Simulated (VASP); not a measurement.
Write the native input for VASP 6.6.1 that does the following.

| Item | Value |
| --- | --- |
| Task | single point |
| Functional | PBE |
| Potentials or basis | VASP PAW PBE potentials, release 64 (Si, C) |
| Cutoff | 520 eV |
| k mesh | 6 × 6 × 6 |
| Occupations | gaussian, width 0.05 eV |
| Spin | no spin polarisation |
| Dipole correction | no |
| Further INCAR settings | ALGO = Normal; EDIFF = 1e-06; NBANDS = 26 |

The structure of SiC lies in POSCAR:

```
SiC
1.0
    4.3480000000      0.0000000000      0.0000000000
    0.0000000000     -4.3480000000      0.0000000000
    0.0000000000      0.0000000000     -4.3480000000
Si C
4 4
Direct
    0.0000000000      0.4379024839      0.5000000000
    0.5000000000      0.0000000000      0.5000000000
    0.5000000000      0.5000000000      0.0000000000
    0.0000000000      0.0000000000      0.0000000000
    0.7500000000      0.7500000000      0.7500000000
    0.2500000000      0.2500000000      0.7500000000
    0.2500000000      0.7500000000      0.2500000000
    0.7500000000      0.2500000000      0.2500000000
```

This cell differs from its parent crystal: atom 1 (Si) moved +0.270 Å along Cartesian [0 1 0].

The input as run:

INCAR

```
SYSTEM = SiC
ALGO = Normal
EDIFF = 1E-6
ENCUT = 520
GGA = PE
ISIF = 2
ISMEAR = 0
LASPH = .TRUE.
LCHARG = .FALSE.
LREAL = .FALSE.
LWAVE = .FALSE.
NBANDS = 26
NELM = 100
PREC = Accurate
SIGMA = 0.05
```

KPOINTS

```
k-points
0
G
  6 6 6
  0 0 0
```

Potentials or basis: VASP PAW PBE potentials, release 64 (Si, C).

The run is started by

```bash
$ cat potpaw_PBE.64/Si/POTCAR potpaw_PBE.64/C/POTCAR > POTCAR
$ mpirun -np 1 vasp_std > vasp.out
```

It gave:

```json
{
  "Pressure": "7.3 GPa",
  "Largest force": "6.626 eV/Å",
  "Band gap on the k mesh": "0.27 eV, direct"
}
```

Caveat: the cell differs from its parent crystal (atom 1 (Si) moved +0.270 Å along Cartesian [0 1 0]); forces of over 1 eV/Å act on the atoms, so gaps and moduli don't describe the material at rest.

Run time: 91 s on 1 thread of Intel Xeon 8259CL, on a shared host, peak memory 0.22 GiB.
